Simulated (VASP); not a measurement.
Set up this calculation in VASP 6.6.1, as the native input.

```yaml
Task: single point
Functional: PBE
Potentials_or_basis: VASP PAW PBE potentials, release 64 (Ni)
Cutoff: 520 eV
k_mesh: 12 × 12 × 12
Occupations: fermi-dirac, width 0.1 eV
Spin: collinear spin, ferromagnetic start
Starting_moments: "[0.97] μB"
Fixed_moment: 0.97 μB
Dipole_correction: no
Further_INCAR_settings: ALGO = Normal; EDIFF = 1e-06; NBANDS = 15
```

The structure of Ni lies in POSCAR:

```
Ni
1.0
    0.0000000000      1.7673500000      1.7673500000
    1.7673500000      0.0000000000      1.7673500000
    1.7673500000      1.7673500000      0.0000000000
Ni
1
Direct
    0.0000000000      0.0000000000      0.0000000000
```

The input as run:

INCAR

```
PREC = Accurate
ENCUT = 520
EDIFF = 1E-6
ISMEAR = -1
SIGMA = 0.1
LREAL = F
LASPH = T
NELM = 150
ALGO = Normal
ISIF = 2
LWAVE = F
LCHARG = T
ISPIN = 2
MAGMOM = 0.97
LORBIT = 11
NUPDOWN = 0.97
LMAXMIX = 4
GGA = PE
LELF = T
LVHAR = T
NBANDS = 15
```

KPOINTS

```
Automatic mesh
0
Gamma
  12 12 12
```

Potentials or basis: VASP PAW PBE potentials, release 64 (Ni).

Command:

```sh
$ cat potpaw_PBE.64/Ni/POTCAR > POTCAR
$ mpirun -np 1 vasp_std > vasp.out
```

It gave:

```
Pressure                                              : 0.5 GPa
Net moment                                            : 0.97 μB per cell
Site moments                                          : Ni +0.96 μB
Valence electrons inside the program's atomic spheres : Ni 9.27
```

Caveat: the total moment is fixed, so each spin has its own Fermi level.

Run time: 23 s on 1 thread of AMD EPYC 7R13 Processor (Zen 3), on a shared host, peak memory 0.11 GiB.
